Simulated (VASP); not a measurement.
# C (Fm-3m) in VASP: a series of runs

C is run at these levels: r2SCAN; tasks: single point, relaxation of cell and atoms.

Everything below comes from runs of VASP 6.6.1. Logs are shortened: lines on timing, memory, paths and dates and some standing lists are left out, and cuts for length are marked.

### Step 1. The cell of the first run

Symmetry: Fm-3m, No. 225, cubic system. Conventional cell: a = 3.058 Å, b = 3.058 Å, c = 3.058 Å, α = 90.00°, β = 90.00°, γ = 90.00°. Within 2.9 Å of C (site symmetry m-3m) lie 12 C at 2.16 Å.

### Step 2. Single point, r2SCAN

POSCAR reads:

```
C
1.0
    0.0000000000      1.5291303054      1.5291303054
    1.5291303054      0.0000000000      1.5291303054
    1.5291303054      1.5291303054      0.0000000000
C
1
Direct
    0.0000000000      0.0000000000      0.0000000000
```

INCAR.step1 reads:

```
SYSTEM = C
PREC = Accurate
ENCUT = 660
ISMEAR = -1
SIGMA = 0.05
LREAL = .FALSE.
LASPH = .TRUE.
NELM = 120
NBANDS = 8
GGA = PE
ALGO = Normal
EDIFF = 1E-5
LWAVE = .TRUE.
LCHARG = .FALSE.
GGA_COMPAT = .FALSE.
```

INCAR.step2 reads:

```
SYSTEM = C
PREC = Accurate
ENCUT = 660
EDIFF = 1E-6
ISMEAR = -1
SIGMA = 0.05
LREAL = .FALSE.
LASPH = .TRUE.
NELM = 120
ALGO = Normal
ISIF = 2
LWAVE = .FALSE.
LCHARG = .FALSE.
METAGGA = R2SCAN
LMIXTAU = .TRUE.
NBANDS = 8
ISTART = 1
GGA_COMPAT = .FALSE.
```

KPOINTS reads:

```
Automatic mesh
0
G
  10 10 10
  0 0 0
```

Potentials or basis: VASP PAW PBE potentials, release 64 (C).

The run is started by

```console
$ cat potpaw_PBE.64/C/POTCAR > POTCAR
$ cp INCAR.step1 INCAR
$ mpirun -np 1 vasp_std > vasp.out
$ cp INCAR.step2 INCAR
$ mpirun -np 1 vasp_std > vasp.out
```

OUTCAR:

```text
SYSTEM = C
   PREC = Accurate
   ENCUT = 660
   EDIFF = 1E-6
   ISMEAR = -1
   LREAL = .FALSE.
   LASPH = .TRUE.
   NELM = 120
   ISIF = 2
   METAGGA = R2SCAN
   ISTART = 1

 ion  position               nearest neighbor table
   1  0.000  0.000  0.000-

  LATTYP: Found a face centered cubic cell.
 ALAT       =     3.0582606108

  Lattice vectors:

 A1 = (   0.0000000000,   1.5291303054,   1.5291303054)
 A2 = (   1.5291303054,   0.0000000000,   1.5291303054)
 A3 = (   1.5291303054,   1.5291303054,   0.0000000000)

Analysis of symmetry for initial positions (statically):
=====================================================================
 Subroutine PRICEL returns:
 Original cell was already a primitive cell.

 Routine SETGRP: Setting up the symmetry group for a
 face centered cubic supercell.

 Subroutine GETGRP returns: Found 48 space group operations
 (whereof 48 operations were pure point group operations)
 out of a pool of 48 trial point group operations.

The static configuration has the point symmetry O_h .

Analysis of symmetry for dynamics (positions and initial velocities):
=====================================================================
 Subroutine PRICEL returns:
 Original cell was already a primitive cell.

 Routine SETGRP: Setting up the symmetry group for a
 face centered cubic supercell.

 Subroutine GETGRP returns: Found 48 space group operations
 (whereof 48 operations were pure point group operations)
 out of a pool of 48 trial point group operations.

The dynamic configuration has the point symmetry O_h .

 Subroutine INISYM returns: Found 48 space group operations
 (whereof 48 operations are pure point group operations),
 and found     1 'primitive' translations

----------------------------------------------------------------------------------------

                                     Primitive cell

  volume of cell :       7.1509

  direct lattice vectors                    reciprocal lattice vectors
     0.000000000  1.529130305  1.529130305    -0.326983252  0.326983252  0.326983252
     1.529130305  0.000000000  1.529130305     0.326983252 -0.326983252  0.326983252
     1.529130305  1.529130305  0.000000000     0.326983252  0.326983252 -0.326983252

  length of vectors
     2.162516817  2.162516817  2.162516817     0.566351606  0.566351606  0.566351606

  position of ions in fractional coordinates (direct lattice)
     0.000000000  0.000000000  0.000000000

  ion indices of the primitive-cell ions
   primitive index   ion index
                 1           1

----------------------------------------------------------------------------------------

 KPOINTS: Automatic mesh

Automatic generation of k-mesh.
 Grid dimensions read from file:
 generate k-points for:   10   10   10

 Generating k-lattice:

  Cartesian coordinates                     Fractional coordinates (reciprocal lattice)
    -0.032698325  0.032698325  0.032698325     0.100000000  0.000000000  0.000000000
     0.032698325 -0.032698325  0.032698325     0.000000000  0.100000000  0.000000000
     0.032698325  0.032698325 -0.032698325     0.000000000  0.000000000  0.100000000

  Length of vectors
     0.056635161  0.056635161  0.056635161

  Shift w.r.t. Gamma in fractional coordinates (k-lattice)
     0.000000000  0.000000000  0.000000000

 Subroutine IBZKPT returns following result:
 ===========================================

 Found     47 irreducible k-points:

 Following reciprocal coordinates:
            Coordinates               Weight
  0.000000  0.000000  0.000000      1.000000
  0.100000  0.000000  0.000000      8.000000
  0.200000  0.000000  0.000000      8.000000
  0.300000  0.000000  0.000000      8.000000
  0.400000  0.000000  0.000000      8.000000
  0.500000  0.000000  0.000000      4.000000
[... 16 lines left out ...]
  0.300000  0.300000  0.000000      6.000000
  0.400000  0.300000  0.000000     24.000000
 [... further k-points ...]
   k-points           NKPTS =     47   k-points in BZ     NKDIM =     47   number of bands    NBANDS=      8
   number of dos      NEDOS =    301   number of ions     NIONS =      1
   total plane-waves  NPLWV =   5832
   dimension x,y,z NGX =    18 NGY =   18 NGZ =   18
   dimension x,y,z NGXF=    36 NGYF=   36 NGZF=   36
   ions per type =               1
   NGX,Y,Z   is equivalent  to a cutoff of  13.84, 13.84, 13.84 a.u.
   NGXF,Y,Z  is equivalent  to a cutoff of  27.68, 27.68, 27.68 a.u.
 SYSTEM =  C
   PREC   = accura    normal or accurate (medium, high low for compatibility)
   ISTART =      1    job   : 0-new  1-cont  2-samecut
   ICHARG =      0    charge: 1-file 2-atom 10-const
   ISPIN  =      1    spin polarized calculation?
   LNONCOLLINEAR =      F non collinear calculations
   LSORBIT =      F    spin-orbit coupling
   LASPH  =      T    aspherical Exc in radial PAW
   ENCUT  =  660.0 eV  48.51 Ry    6.96 a.u.   4.53  4.53  4.53*2*pi/ulx,y,z
   NELM   =    120;   NELMIN=  2; NELMDL=  0     # of ELM steps
   EDIFF  = 0.1E-05   stopping-criterion for ELM
   LREAL  =      F    real-space projection
   EDIFFG = 0.1E-04   stopping-criterion for IOM
   NSW    =      0    number of steps for IOM
   IBRION =     -1    ionic relax: 0-MD 1-quasi-New 2-CG
   NFREE  =      0    steps in history (QN), initial steepest desc. (CG)
   ISIF   =      2    stress and relaxation
   ISYM   =      2    0-nonsym 1-usesym 2-fastsym
   POTIM  = 0.5000    time-step for ionic-motion
   TEBEG  =    0.0;   TEEND  =   0.0 temperature during run
   PSTRESS=    0.0 pullay stress
   NELECT =       4.0000    total number of electrons
   NUPDOWN=      -1.0000    fix difference up-down
   EMIN   =  10.00;   EMAX   =-10.00  energy-range for DOS
   EFERMI =   0.00;   METHOD = LEGACY
   ISMEAR =    -1;   SIGMA  =   0.05  broadening in eV -4-tet -1-fermi 0-gaus
   EFERMI_NEDOS =   21; number of points for ismear=-14 and -15
   IALGO  =     38    algorithm
   IMIX   =      4    mixing-type and parameters
     AMIX     =   0.40;   BMIX     =  1.00
     AMIX_MAG =   1.60;   BMIX_MAG =  1.00
  volume/ion in A,a.u.               =       7.15        48.26
  Fermi-wavevector in a.u.,A,eV,Ry     =   1.348881  2.549016 24.755531  1.819480
  Thomas-Fermi vector in A             =   2.476514
   LORBIT       =      0    0 simple, 1 ext, 2 COOP (PROOUT), +10 PAW based schemes
   METAGGA = R2SCAN    functional components
   LHFCALC =     F    Hartree Fock is set to
   AEXX    =    0.0000 exact exchange contribution
   IVDW    =     0    specifies the selected vdW correction
   LEPSILON=     F    determine dielectric tensor
   LRPA    =     F    only Hartree local field effects (RPA)
 non-spin polarized calculation
  energy-cutoff  :      660.00
  volume of cell :        7.15
 maximum number of plane-waves:       291
   NGX =  9   NGY =  9   NGZ =  9

 number of electron       4.0000000 magnetization

 Free energy of the ion-electron system (eV)
  ---------------------------------------------------
  ext. energy  EPLUGINS =         0.00000000
  ---------------------------------------------------
  free energy    TOTEN  =        -5.12613487 eV

  energy without entropy =       -5.12052976  energy(sigma->0) =       -5.12333231

 E-fermi :   7.9819     XC(G=0): -13.8362

 val. band max:        7.8782711985   @ k =  -0.3000   0.3000   0.1000
 cond. band min:       8.0317490702   @ k =   0.4000   0.2000   0.1000
 fundamental gap:      0.1534778717
 Fermi energy:         7.9819200986

 k-point     1 :       0.0000    0.0000    0.0000
  band No.  band energies     occupation
      1     -12.2949      2.00000
      2      16.7543      0.00000
      3      16.7543      0.00000
      4      16.7543      0.00000
      5      39.5447      0.00000
      6      39.5447      0.00000
      7      39.5447      0.00000
      8      41.5612      0.00000

 k-point     2 :       0.1000    0.0000    0.0000
  band No.  band energies     occupation
      1     -11.8674      2.00000
      2      15.4192      0.00000
      3      16.5276      0.00000
      4      16.5276      0.00000
      5      36.8961      0.00000
      6      40.1392      0.00000
      7      40.1392      0.00000
      8      41.3981      0.00000

 k-point     3 :       0.2000    0.0000    0.0000
  band No.  band energies     occupation
      1     -10.5890      2.00000
      2      11.8744      0.00000
      3      15.9874      0.00000
      4      15.9874      0.00000
      5      34.7950      0.00000
      6      40.5231      0.00000
      7      40.5231      0.00000
      8      40.8644      0.00000

 k-point     4 :       0.3000    0.0000    0.0000
  band No.  band energies     occupation
      1      -8.4740      2.00000
      2       7.2504      2.00000
      3      15.4058      0.00000
      4      15.4058      0.00000
      5      34.1311      0.00000
      6      38.9570      0.00000
      7      38.9570      0.00000
      8      40.0043      0.00000

 k-point     5 :       0.4000    0.0000    0.0000
  band No.  band energies     occupation
      1      -5.5571      2.00000
      2       2.5278      2.00000
      3      14.9904      0.00000
      4      14.9904      0.00000
      5      34.1271      0.00000
      6      37.4211      0.00000
      7      37.4211      0.00000
      8      39.1768      0.00000

 k-point     6 :       0.5000    0.0000    0.0000
  band No.  band energies     occupation
      1      -2.3390      2.00000
      2      -1.3345      2.00000
      3      14.8427      0.00000
      4      14.8427      0.00000
      5      34.2016      0.00000
      6      36.8578      0.00000
      7      36.8578      0.00000
      8      38.8329      0.00000

 k-point     7 :       0.1000    0.1000    0.0000
  band No.  band energies     occupation
      1     -11.7252      2.00000
      2      15.9111      0.00000
      3      15.9111      0.00000
      4      16.1287      0.00000
      5      35.5278      0.00000
      6      40.5392      0.00000
      7      40.8797      0.00000
      8      40.8797      0.00000
[... 133 lines left out ...]
 k-point    20 :      -0.4000    0.2000    0.0000
  band No.  band energies     occupation
      1      -1.8582      2.00000
      2       1.0489      2.00000
      3      10.0663      0.00000
      4      13.6426      0.00000
      5      29.6037      0.00000
      6      36.8446      0.00000
      7      40.8339      0.00000
      8      41.9114      0.00000

 k-point    21 :      -0.3000    0.2000    0.0000
  band No.  band energies     occupation
      1      -5.1528      2.00000
      2       5.3278      2.00000
      3       9.6430      0.00000
      4      14.6330      0.00000
      5      31.3718      0.00000
      6      36.4983      0.00000
      7      40.6183      0.00000
      8      41.7417      0.00000

 k-point    22 :      -0.2000    0.2000    0.0000
  band No.  band energies     occupation
      1      -7.7770      2.00000
      2       9.6195      0.00000
      3      10.0721      0.00000
      4      15.6401      0.00000
      5      34.0706      0.00000
      6      35.1901      0.00000
      7      41.1148      0.00000
      8      41.9508      0.00000

 k-point    23 :       0.3000    0.3000    0.0000
  band No.  band energies     occupation
      1      -7.2314      2.00000
      2      10.9637      0.00000
      3      12.1653      0.00000
      4      12.1653      0.00000
      5      27.6965      0.00000
      6      28.1171      0.00000
      7      47.1744      0.00000
      8      48.1696      0.00000

 k-point    24 :       0.4000    0.3000    0.0000
  band No.  band energies     occupation
      1      -5.1718      2.00000
      2       8.3860      0.00062
      3      10.4758      0.00000
      4      11.6160      0.00000
      5      26.5367      0.00000
      6      28.2225      0.00000
      7      46.3660      0.00000
      8      48.5400      0.00000

 [... further k-points ...]

------------------------ aborting loop because EDIFF is reached ----------------------------------------

  FORCE on cell =-STRESS in cart. coord.  units (eV):
  Direction    XX          YY          ZZ          XY          YZ          ZX
  --------------------------------------------------------------------------------------
  -------------------------------------------------------------------------------------
  Total        0.2110539      0.2110539      0.2110539      0.0000000      0.0000000      0.0000000
  in kB       47.2868663     47.2868663     47.2868663      0.0000000      0.0000000      0.0000000
  external PRESSURE =      47.2868663 kB  Pullay stress =       0.0000000 kB

 VOLUME and BASIS-vectors are now :
 -----------------------------------------------------------------------------
  energy-cutoff  :      660.00
  volume of cell :        7.15
      direct lattice vectors                 reciprocal lattice vectors
     0.000000000  1.529130305  1.529130305    -0.326983252  0.326983252  0.326983252
     1.529130305  0.000000000  1.529130305     0.326983252 -0.326983252  0.326983252
     1.529130305  1.529130305  0.000000000     0.326983252  0.326983252 -0.326983252

 POSITION                                       TOTAL-FORCE (eV/Angst)
 -----------------------------------------------------------------------------------
      0.00000      0.00000      0.00000         0.000000      0.000000     -0.000000
 -----------------------------------------------------------------------------------
    total drift:                                0.000000      0.000000     -0.000000

  FREE ENERGIE OF THE ION-ELECTRON SYSTEM (eV)
  ---------------------------------------------------
  free  energy   TOTEN  =        -5.1261348673 eV

  energy  without entropy=       -5.1205297561  energy(sigma->0) =       -5.12333231
```

It took 17 s on 1 thread of Intel Xeon Platinum 8259CL at 2.50GHz (Skylake/Cascade Lake), shared host; peak memory 0.11 GiB.

Results:

* Free energy: -5.1261 eV
* Pressure: 4.7 GPa
* Band gap on the k mesh: zero (bands 2 and 3 overlap by 12.03 eV)

Caveat: the cell stands under pressure; the PAW data sets were made with another functional, which shifts forces and pressure a little.

### Step 3. Relaxation of cell and atoms, r2SCAN

This run uses another cell than the first one, of 6.75 Å³/atom.

POSCAR reads:

```
C
1.0
    0.0000000000      1.5000000000      1.5000000000
    1.5000000000      0.0000000000      1.5000000000
    1.5000000000      1.5000000000      0.0000000000
C
1
Direct
    0.0000000000      0.0000000000      0.0000000000
```

INCAR.step1 reads:

```
SYSTEM = C
ALGO = Normal
EDIFF = 1E-5
EDIFFG = -0.005
ENCUT = 660
GGA = PE
GGA_COMPAT = .False.
IBRION = 2
ISIF = 3
ISMEAR = -1
LASPH = .True.
LCHARG = .False.
LREAL = .False.
LWAVE = .True.
NELM = 120
NELMIN = 4
NSW = 100
PREC = Accurate
SIGMA = 0.05
```

INCAR.step2 reads:

```
SYSTEM = C
ALGO = Normal
EDIFF = 1E-7
EDIFFG = -0.01
ENCUT = 660
GGA_COMPAT = .False.
IBRION = 2
ISIF = 3
ISMEAR = -1
ISTART = 1
LASPH = .True.
LCHARG = .False.
LMIXTAU = .True.
LREAL = .False.
LWAVE = .False.
METAGGA = R2SCAN
NELM = 120
NELMIN = 4
NSW = 80
PREC = Accurate
SIGMA = 0.05
```

KPOINTS reads:

```
k-points
0
Gamma
  10 10 10
  0 0 0
```

Potentials or basis: VASP PAW PBE potentials, release 64 (C).

The run is started by

```console
$ cat potpaw_PBE.64/C/POTCAR > POTCAR
$ cp INCAR.step1 INCAR
$ mpirun -np 1 vasp_std > vasp.out
$ cp INCAR.step2 INCAR
$ mpirun -np 1 vasp_std > vasp.out
```

Run time: 37 s. Hardware: 1 thread of Intel Xeon Platinum 8259CL at 2.50GHz (Skylake/Cascade Lake), shared host; peak memory 0.11 GiB.

Results (log left out):

```yaml
Free_energy: -5.1280 eV
Relaxed_volume: 7.34 Å³/atom
Relaxed_cell: a = 2.181 Å, b = 2.181 Å, c = 2.181 Å, α = 60.00°, β = 60.00°, γ = 60.00°
Space_group_after_relaxing_to_0.1_Å: Fm-3m (No. 225)
Energy_gained_by_relaxing: 29.3 meV/atom
Ionic_steps: 3
Pressure_after_relaxing: 0.0 GPa
Band_gap_on_the_k_mesh: zero (bands 2 and 3 overlap by 11.76 eV)
```

The path:
```
step  energy change (eV)  largest force (eV/Å)  pressure (GPa)  volume (Å³)
   1              0.0000                0.0000           17.08         6.75
   2             -0.0280                0.0000           -2.97         7.48
   3             -0.0293                0.0000            0.01         7.34
```

Final structure:
```cif
data_structure
_symmetry_space_group_name_H-M 'P 1'
_symmetry_Int_Tables_number 1
_cell_length_a 2.1814
_cell_length_b 2.1814
_cell_length_c 2.1814
_cell_angle_alpha 60.000
_cell_angle_beta 60.000
_cell_angle_gamma 60.000
_cell_volume 7.34
loop_
_atom_site_label
_atom_site_type_symbol
_atom_site_fract_x
_atom_site_fract_y
_atom_site_fract_z
_atom_site_occupancy
C1 C 0.00000 0.00000 0.00000 1
```

Levels at points of the mesh, in eV from the Fermi level:
| k point | band 1 | band 2 | band 3 | band 4 | band 5 | band 6 |
| --- | --- | --- | --- | --- | --- | --- |
| (0.00, 0.00, 0.00) | -19.90 | 8.56 | 8.56 | 8.56 | 31.21 | 31.21 |
| (0.50, 0.00, 0.00) | -10.22 | -9.03 | 6.71 | 6.71 | 25.75 | 28.58 |
| (0.50, 0.50, 0.00) | -7.15 | -6.08 | 2.42 | 2.42 | 15.71 | 16.97 |

Caveat: the k points lie up to 0.35 Å⁻¹ apart in the final cell, too coarse for converged energies and pressures of a metal; the PAW data sets were made with another functional, which shifts forces and pressure a little.
